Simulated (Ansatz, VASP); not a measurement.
## One calculation of NiO2, two programs

Contents of INCAR:

```
PREC = Accurate
ENCUT = 700
EDIFF = 1E-6
ISMEAR = 0
SIGMA = 0.05
LREAL = F
LASPH = T
NELM = 120
ALGO = Normal
ISIF = 2
LWAVE = F
LCHARG = F
GGA = CA
NBANDS = 22
GGA_COMPAT = F
```

Contents of KPOINTS:

```
regular mesh
0
Gamma
  12 12 6
```

The input POSCAR:

```
NiO2
1.0
    2.7627792314      0.0000000000      0.0000000000
   -1.3813896157      2.3926369995      0.0000000000
    0.0000000000      0.0000000000      4.2061363981
Ni O
1 2
Direct
    0.0000000000      0.0000000000      0.5000000000
    0.6666666667      0.3333333333      0.6829609091
    0.3333333333      0.6666666667      0.3170390909
```

Input for Ansatz:

```yaml
crystal:
  lattice:
    - [2.7627792314, 0.0, 0.0]
    - [-1.3813896157, 2.3926369995, 0.0]
    - [0.0, 0.0, 4.2061363981]
  atoms:
    - { symbol: Ni, position: [0.0, 0.0, 0.5] }
    - { symbol: O, position: [0.6666666667, 0.3333333333, 0.6829609091] }
    - { symbol: O, position: [0.3333333333, 0.6666666667, 0.3170390909] }
basis:
  ecutwfc: 520.0
kpoints:
  mp_grid: { grid: [12, 12, 6] }
hamiltonian:
  xc: lda
  pseudopotentials: { kind: paw }
scf:
  occupations: { method: gaussian, width: 0.05 }
output:
  forces: true
  stress: true
  eigenvalues: true
```

Alike in both runs: task single point; functional LDA; k mesh 12 × 12 × 6; occupations gaussian, width 0.05 eV; no spin polarisation.

|  | VASP | Ansatz |
| --- | --- | --- |
| version | VASP 6.6.1 | Ansatz 0.2.0 |
| potentials or method | VASP PAW LDA potentials, release 64 (Ni_sv_GW, O), cutoff 700 eV | scalar-relativistic, plane waves, PAW |
| valence electrons in the cell | 30 | 30 |

VASP gave:

```
gap on the k mesh at the Fermi level (eV) : 0.73
least direct gap on the mesh (eV)         : 1.33
rms of the force components (eV/Å)        : 1.674
```

Question: Estimate Ansatz's values.

Answer: gap on the k mesh at the Fermi level (eV): 0.74; least direct gap on the mesh (eV): 1.34; rms of the force components (eV/Å): 1.616.

LDA's correlation is that of Perdew and Zunger in VASP and of Perdew and Wang (1992) in Ansatz. Atom by atom the forces differ by 0.058 eV/Å (rms over components).
